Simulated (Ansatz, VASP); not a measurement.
HfN in VASP and in Ansatz

```
Hf N
1.0
     0.00000    2.26722    2.23330
     2.26722    0.00000    2.23330
     2.26722    2.26722    0.00000
Hf N
1 1
Direct
  0.00000 0.00000 0.00000
  0.50000 0.50000 0.50000
```

Change from the starting cell: z stretched by -1 % at fixed volume, crystal datasets.

Alike in both runs: task electric field gradients; functional PBE; k mesh 16 × 16 × 16; occupations fermi-dirac, width 0.05 eV; no spin polarisation.

```csv
,VASP,Ansatz
version,VASP 6.6.1,Ansatz 0.2.0
potentials or method,"VASP PAW PBE potentials, release 64 (Hf_pv, N), cutoff 520 eV","all-electron PAW with datasets made for the crystal, scalar-relativistic"
```

Ansatz gave:

```
pressure (GPa)                                                : 6.8
traceless stress, the component that is largest in VASP (GPa) : 5.37
size of Vzz on the site where it differs most (V/Å²)          : 67.3
```

Question: What did VASP give for the same quantities?

Answer: Pressure (GPa): 4.4; traceless stress, the component that is largest in VASP (GPa): 5.34; size of Vzz on the site where it differs most (V/Å²): 58.0.

Ansatz ran all-electron here, and VASP with PAW potentials.

Spin-orbit coupling is off throughout.
